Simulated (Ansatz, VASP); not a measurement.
## Two plane-wave programs on Hf

File INCAR:

```
SYSTEM = Hf
PREC = Accurate
ENCUT = 520
EDIFF = 1E-7
ISMEAR = -1
SIGMA = 0.1
LREAL = .FALSE.
LASPH = .TRUE.
NELM = 60
ALGO = Normal
ISIF = 2
LWAVE = .FALSE.
LCHARG = .TRUE.
GGA = PS
LELF = .TRUE.
LVHAR = .TRUE.
NBANDS = 17
```

KPOINTS

```
Automatic mesh
0
G
  19 19 10
  0 0 0
```

File POSCAR:

```
Hf
1.0
    3.2802790504      0.0000000000      0.0000000000
   -1.6401395252      2.8408049892      0.0000000000
    0.0000000000      0.0000000000      5.1974056267
Hf
2
Direct
    0.3333333333      0.6666666667      0.2500000000
    0.6666666667      0.3333333333      0.7500000000
```

Input for Ansatz:

```yaml
crystal:
  lattice:
    - [3.2802790504, 0.0, 0.0]
    - [-1.6401395252, 2.8408049892, 0.0]
    - [0.0, 0.0, 5.1974056267]
  atoms:
    - { symbol: Hf, position: [0.3333333333, 0.6666666667, 0.25] }
    - { symbol: Hf, position: [0.6666666667, 0.3333333333, 0.75] }
hamiltonian:
  xc: pbesol
  pseudopotentials:
    kind: paw
    azcp:
      Hf: "pseudopotentials/Hf.paw.azcp"
basis:
  ecutwfc: 420
  fft_grid_basis: typed
kpoints:
  mp_grid: { grid: [19, 19, 10], shift: [0, 0, 0] }
magnetization:
  spin_polarized: false
scf:
  occupations: { method: fermi_dirac, width: 0.1 }
output:
  stress: true
```

Alike in both runs: task single point; functional PBEsol; k mesh 19 × 19 × 10; occupations fermi-dirac, width 0.1 eV; no spin polarisation.

|  | VASP | Ansatz |
| --- | --- | --- |
| version | VASP 6.6.1 | Ansatz 0.2.0 |
| potentials or method | VASP PAW PBE potentials, release 64 (Hf_pv), cutoff 520 eV | plane waves (420 eV) with PAW, scalar-relativistic |
| valence electrons in the cell | 20 | 52 |

VASP gave:

- pressure (GPa): -11.0
- traceless stress, the component that is largest in VASP (GPa): -0.32

Question: Which values does Ansatz return?

Answer: Pressure (GPa): -10.6; traceless stress, the component that is largest in VASP (GPa): -0.27.

VASP's potentials were made for PBE, not for PBEsol, and Ansatz warns of the same on its side. With one functional, cell and mesh, what is left measures potentials, basis and numerics. VASP's potentials hold 20 valence electrons a cell and Ansatz's 52, so a difference there can come from the potentials and not from the codes.

Neither program's run includes spin-orbit coupling.
